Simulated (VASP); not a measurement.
**Ca3Si2N: single point with PBE**

Crystal: Ca3Si2N.

```
Ca Si N
1.0
     0.00000    4.42193    5.00792
     2.56489    0.00000    5.00792
     2.56489    4.42193    0.00000
Ca Si N
3 2 1
Cartesian
  2.5649 5.9162 5.0079
  2.5649 2.9276 5.0079
  0.0000 0.0000 0.0000
  1.2824 0.0000 2.5040
  1.2824 4.4219 2.5040
  2.5649 4.4219 5.0079
```

The cell was generated, and may not be a known phase.

```
Program                : VASP 6.6.1
Task                   : single point
Functional             : PBE
Potentials or basis    : VASP PAW PBE potentials, release 64 (Ca_sv, Si, N)
Cutoff                 : 520 eV
k mesh                 : 4 × 4 × 4
Occupations            : gaussian, width 0.1 eV
Spin                   : collinear spin, ferromagnetic start
Starting moments       : [0.0, 0.0, 0.0, 0.0, 0.0, 1.0] μB
Dipole correction      : no
Further INCAR settings : ALGO = Normal; EDIFF = 1e-06; NBANDS = 34
```

```
Pressure                                              : 41.4 GPa
Largest force                                         : 20.973 eV/Å
Net moment                                            : 0.00 μB per cell
Valence electrons inside the program's atomic spheres : Ca 9.26, 8.39 (each value once); Si 1.61; N 4.15
```

Forces in eV/Å, atoms in the order of the input:
```
Ca    0.000  20.973   0.000
Ca    0.000 -20.973   0.000
Ca    0.000   0.000   0.000
Si    0.000   0.000   0.000
Si    0.000   0.000   0.000
N     0.000   0.000   0.000
```

Stress tensor (GPa, compression positive):
```
 15.07   0.00   0.00
  0.00 100.70   0.00
  0.00   0.00   8.31
```

Levels at points of the mesh, in eV from the Fermi level:
Spin up:
| k point | band 18 | band 19 | band 20 | band 21 | band 22 | band 23 | band 24 | band 25 |
| --- | --- | --- | --- | --- | --- | --- | --- | --- |
| (0.00, 0.00, 0.00) | -2.67 | -1.74 | -0.21 | -0.20 | 0.00 | 0.32 | 1.50 | 2.14 |
| (0.50, 0.00, 0.00) | -1.56 | -1.21 | -1.08 | -0.81 | -0.35 | 0.88 | 1.46 | 2.40 |
| (0.50, 0.50, 0.00) | -2.72 | -2.64 | -1.27 | -1.22 | -0.59 | 0.59 | 0.75 | 2.60 |
| (0.50, 0.00, 0.50) | -3.36 | -2.94 | -0.46 | 0.58 | 0.96 | 1.20 | 1.57 | 1.75 |
| (0.00, 0.50, 0.50) | -3.32 | -2.93 | -2.63 | -1.12 | -0.67 | 0.49 | 1.23 | 1.50 |
Spin down:
| k point | band 17 | band 18 | band 19 | band 20 | band 21 | band 22 | band 23 | band 24 | band 25 | band 26 |
| --- | --- | --- | --- | --- | --- | --- | --- | --- | --- | --- |
| (0.00, 0.00, 0.00) | -4.26 | -2.67 | -1.74 | -0.21 | -0.20 | 0.00 | 0.32 | 1.50 | 2.14 | 2.37 |
| (0.50, 0.00, 0.00) | -4.42 | -1.56 | -1.21 | -1.08 | -0.81 | -0.35 | 0.88 | 1.46 | 2.40 | 2.71 |
| (0.50, 0.50, 0.00) | -3.65 | -2.72 | -2.64 | -1.27 | -1.22 | -0.59 | 0.59 | 0.75 | 2.60 | 2.70 |
| (0.50, 0.00, 0.50) | -4.66 | -3.36 | -2.94 | -0.46 | 0.58 | 0.96 | 1.20 | 1.57 | 1.75 | 2.32 |
| (0.00, 0.50, 0.50) | -3.76 | -3.32 | -2.93 | -2.63 | -1.12 | -0.67 | 0.49 | 1.23 | 1.50 | 3.62 |

Run time: 4.2 min on 1 thread of Intel(R) Xeon(R) Platinum 8488C (Sapphire Rapids), with other jobs on the host, peak memory 0.39 GiB.

Caveat: the k points lie up to 0.39 Å⁻¹ apart; atoms lie so close that the PAW spheres overlap strongly, which falsifies energies and pressures; forces of over 1 eV/Å act on the atoms, so gaps and moduli don't describe the material at rest.
